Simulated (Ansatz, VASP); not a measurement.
One calculation of Rb, two programs

The input INCAR:

```
PREC = Accurate ; ENCUT = 520
EDIFF = 1E-8 ; ISMEAR = -1
SIGMA = 0.05 ; LREAL = False
LASPH = True ; NELM = 80
ALGO = Normal ; ISIF = 2
LWAVE = False ; LCHARG = False
GGA = PS ; LEFG = True
NBANDS = 10
```

Contents of KPOINTS:

```
Automatic mesh
0
Gamma
  8 8 8
```

The input POSCAR:

```
Rb
1.0
   -2.7966153145      2.7966153145      2.7966153145
    2.7966153145     -2.7966153145      2.7966153145
    2.7966153145      2.7966153145     -2.7966153145
Rb
1
Direct
    0.0000000000      0.0000000000      0.0000000000
```

Input for Ansatz:

```yaml
crystal:
  lattice:
    - [-2.7966153145, 2.7966153145, 2.7966153145]
    - [2.7966153145, -2.7966153145, 2.7966153145]
    - [2.7966153145, 2.7966153145, -2.7966153145]
  atoms:
    - { symbol: Rb, position: [0.0, 0.0, 0.0] }
kpoints:
  mp_grid: { grid: [8, 8, 8] }
scf:
  occupations: { method: fermi_dirac, width: 0.05 }
hamiltonian:
  xc: pbesol
  pseudopotentials: { kind: paw }
output:
  forces: true
  stress: true
  eigenvalues: true
  efg: { contact_densities: true }
  write_density: true
  write_potential: true
  elf: true
  volumetric_format: npy
```

Change from the starting cell: volume scaled by 0.99, PAW files.

Alike in both runs: task electric field gradients; functional PBEsol; k mesh 8 × 8 × 8; occupations fermi-dirac, width 0.05 eV; no spin polarisation.

```csv
,VASP,Ansatz
version,VASP 6.6.1,Ansatz 0.2.0
potentials or method,"VASP PAW PBE potentials, release 64 (Rb_sv)","PAW with Ansatz's default frozen-core files, scalar-relativistic"
plane-wave cutoff (eV),520,420
valence electrons in the cell,9,9
```

```tsv
	VASP	Ansatz	Ansatz less VASP
pressure (GPa)	0.0	0.0	0.00
```

VASP's potentials were made for PBE, not for PBEsol. The functional is the same, so the differences come from potentials, cutoffs and numerics.
